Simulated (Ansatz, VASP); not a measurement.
## One calculation of PC2, two programs

```
P C
1.0
     2.32213   -4.09170    0.00000
     2.32213    4.09170    0.00000
    -1.43842    0.00000    4.05802
P C
2 4
Direct
  0.76869 0.76869 0.81826
  0.23131 0.23131 0.18174
  0.46430 0.83126 0.98078
  0.53570 0.16874 0.01922
  0.16874 0.53570 0.01922
  0.83126 0.46430 0.98078
```

Alike in both runs: task relaxation of cell and atoms; functional PBE; k mesh 8 × 8 × 8; occupations gaussian, width 0.1 eV; no spin polarisation.

|  | VASP | Ansatz |
| --- | --- | --- |
| version | VASP 6.6.1 | Ansatz 0.2.0 |
| potentials or method | VASP PAW PBE potentials, release 64 (P, C), cutoff 600 eV | scalar-relativistic, plane waves, PAW |
| valence electrons in the cell | 26 | 26 |

|  | VASP | Ansatz | Ansatz less VASP |
| --- | --- | --- | --- |
| gap on the k mesh at the Fermi level, each at its own relaxed structure (eV) | none | none | - |
| relaxed volume (Å³/atom) | 12.63 | 12.66 | +0.029 |
| relaxed length of the cell vector where the two differ most in proportion (Å) | 4.246 | 4.263 | +0.0173 |

A gap of «none» marks a metal or a gap that the smearing closes.
